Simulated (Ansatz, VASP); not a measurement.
**Zn12BrF23: VASP beside Ansatz**

Contents of INCAR:

```
SYSTEM = Zn12BrF23
  ALGO = Normal
  EDIFF = 1E-8
  ENCUT = 520
  GGA = PE
  ISIF = 2
  ISMEAR = -1
  LASPH = .True.
  LCHARG = .False.
  LEFG = .True.
  LREAL = Auto
  LWAVE = .False.
  NBANDS = 180
  NELM = 100
  PREC = Accurate
  SIGMA = 0.01
```

Contents of KPOINTS:

```
k-points
0
Gamma
  3 3 2
  0 0 0
```

File POSCAR:

```
Zn12BrF23
1.0
    4.7029441700      4.7029441700      0.0000000000
   -4.7029441700      4.7029441700      0.0000000000
    0.0000000000      0.0000000000      9.3986706300
Zn Br F
12 1 23
Direct
    0.5000000000      0.0000000000      0.1666666667
    0.5000000000      0.0000000000      0.5000000000
    0.5000000000      0.0000000000      0.8333333333
    0.0000000000      0.5000000000      0.1666666667
    0.0000000000      0.5000000000      0.5000000000
    0.0000000000      0.5000000000      0.8333333333
    0.0000000000      0.0000000000      0.0000000000
    0.0000000000      0.0000000000      0.3333333333
    0.0000000000      0.0000000000      0.6666666667
    0.5000000000      0.5000000000      0.0000000000
    0.5000000000      0.5000000000      0.3333333333
    0.5000000000      0.5000000000      0.6666666667
    0.6968616200      0.0000000000      0.0000000000
    0.6968616200      0.0000000000      0.3333333333
    0.6968616200      0.0000000000      0.6666666667
    0.1968616200      0.5000000000      0.0000000000
    0.1968616200      0.5000000000      0.3333333333
    0.1968616200      0.5000000000      0.6666666667
    0.5000000000      0.6968616200      0.1666666667
    0.5000000000      0.6968616200      0.5000000000
    0.5000000000      0.6968616200      0.8333333333
    0.0000000000      0.1968616200      0.1666666667
    0.0000000000      0.1968616200      0.5000000000
    0.0000000000      0.1968616200      0.8333333333
    0.3031383800      0.0000000000      0.0000000000
    0.3031383800      0.0000000000      0.3333333333
    0.3031383800      0.0000000000      0.6666666667
    0.8031383800      0.5000000000      0.0000000000
    0.8031383800      0.5000000000      0.3333333333
    0.8031383800      0.5000000000      0.6666666667
    0.5000000000      0.3031383800      0.1666666667
    0.5000000000      0.3031383800      0.5000000000
    0.5000000000      0.3031383800      0.8333333333
    0.0000000000      0.8031383800      0.1666666667
    0.0000000000      0.8031383800      0.5000000000
    0.0000000000      0.8031383800      0.8333333333
```

Input for Ansatz:

```yaml
crystal:
  lattice:
    - [4.70294417, 4.70294417, 0.0]
    - [-4.70294417, 4.70294417, 0.0]
    - [0.0, 0.0, 9.39867063]
  atoms:
    - { symbol: Zn, position: [0.5, 0.0, 0.1666666667] }
    - { symbol: Zn, position: [0.5, 0.0, 0.5] }
    - { symbol: Zn, position: [0.5, 0.0, 0.8333333333] }
    - { symbol: Zn, position: [0.0, 0.5, 0.1666666667] }
    - { symbol: Zn, position: [0.0, 0.5, 0.5] }
    - { symbol: Zn, position: [0.0, 0.5, 0.8333333333] }
    - { symbol: Zn, position: [0.0, 0.0, 0.0] }
    - { symbol: Zn, position: [0.0, 0.0, 0.3333333333] }
    - { symbol: Zn, position: [0.0, 0.0, 0.6666666667] }
    - { symbol: Zn, position: [0.5, 0.5, 0.0] }
    - { symbol: Zn, position: [0.5, 0.5, 0.3333333333] }
    - { symbol: Zn, position: [0.5, 0.5, 0.6666666667] }
    - { symbol: Br, position: [0.69686162, 0.0, 0.0] }
    - { symbol: F, position: [0.69686162, 0.0, 0.3333333333] }
    - { symbol: F, position: [0.69686162, 0.0, 0.6666666667] }
    - { symbol: F, position: [0.19686162, 0.5, 0.0] }
    - { symbol: F, position: [0.19686162, 0.5, 0.3333333333] }
    - { symbol: F, position: [0.19686162, 0.5, 0.6666666667] }
    - { symbol: F, position: [0.5, 0.69686162, 0.1666666667] }
    - { symbol: F, position: [0.5, 0.69686162, 0.5] }
    - { symbol: F, position: [0.5, 0.69686162, 0.8333333333] }
    - { symbol: F, position: [0.0, 0.19686162, 0.1666666667] }
    - { symbol: F, position: [0.0, 0.19686162, 0.5] }
    - { symbol: F, position: [0.0, 0.19686162, 0.8333333333] }
    - { symbol: F, position: [0.30313838, 0.0, 0.0] }
    - { symbol: F, position: [0.30313838, 0.0, 0.3333333333] }
    - { symbol: F, position: [0.30313838, 0.0, 0.6666666667] }
    - { symbol: F, position: [0.80313838, 0.5, 0.0] }
    - { symbol: F, position: [0.80313838, 0.5, 0.3333333333] }
    - { symbol: F, position: [0.80313838, 0.5, 0.6666666667] }
    - { symbol: F, position: [0.5, 0.30313838, 0.1666666667] }
    - { symbol: F, position: [0.5, 0.30313838, 0.5] }
    - { symbol: F, position: [0.5, 0.30313838, 0.8333333333] }
    - { symbol: F, position: [0.0, 0.80313838, 0.1666666667] }
    - { symbol: F, position: [0.0, 0.80313838, 0.5] }
    - { symbol: F, position: [0.0, 0.80313838, 0.8333333333] }
kpoints:
  mp_grid: { grid: [3, 3, 2] }
scf:
  occupations: { method: fermi_dirac, width: 0.01 }
  mixing: { preconditioner: resta }
hamiltonian:
  xc: pbe
  pseudopotentials: { kind: paw }
output:
  forces: true
  stress: true
  populations: true
  efg:
    quadrupole_moments_barn: { Zn: 0.122, Br: 0.2579 }
    contact_densities: true
```

Alike in both runs: task electric field gradients; functional PBE; k mesh 3 × 3 × 2; occupations fermi-dirac, width 0.01 eV; no spin polarisation.

|  | VASP | Ansatz |
| --- | --- | --- |
| version | VASP 6.6.1 | Ansatz 0.2.0 |
| potentials or method | VASP PAW PBE potentials, release 64 (Zn, Br, F) | plane-wave PAW, scalar-relativistic |
| plane-wave cutoff (eV) | 520 | 420 |
| valence electrons in the cell | 312 | 312 |

VASP gave:

| Quantity | Value |
| --- | --- |
| gap on the k mesh at the Fermi level (eV) | 3.18 |
| pressure (GPa) | 13.9 |
| traceless stress, the component that is largest in VASP (GPa) | 4.07 |
| rms of the force components (eV/Å) | 1.001 |
| size of Vzz on the site where it differs most (V/Å²) | 219.3 |

Estimate Ansatz's values.

gap on the k mesh at the Fermi level (eV): 3.22; pressure (GPa): 13.2; traceless stress, the component that is largest in VASP (GPa): 4.02; rms of the force components (eV/Å): 0.991; size of Vzz on the site where it differs most (V/Å²): 243.3.

Atom by atom the forces differ by 0.012 eV/Å (rms over components).
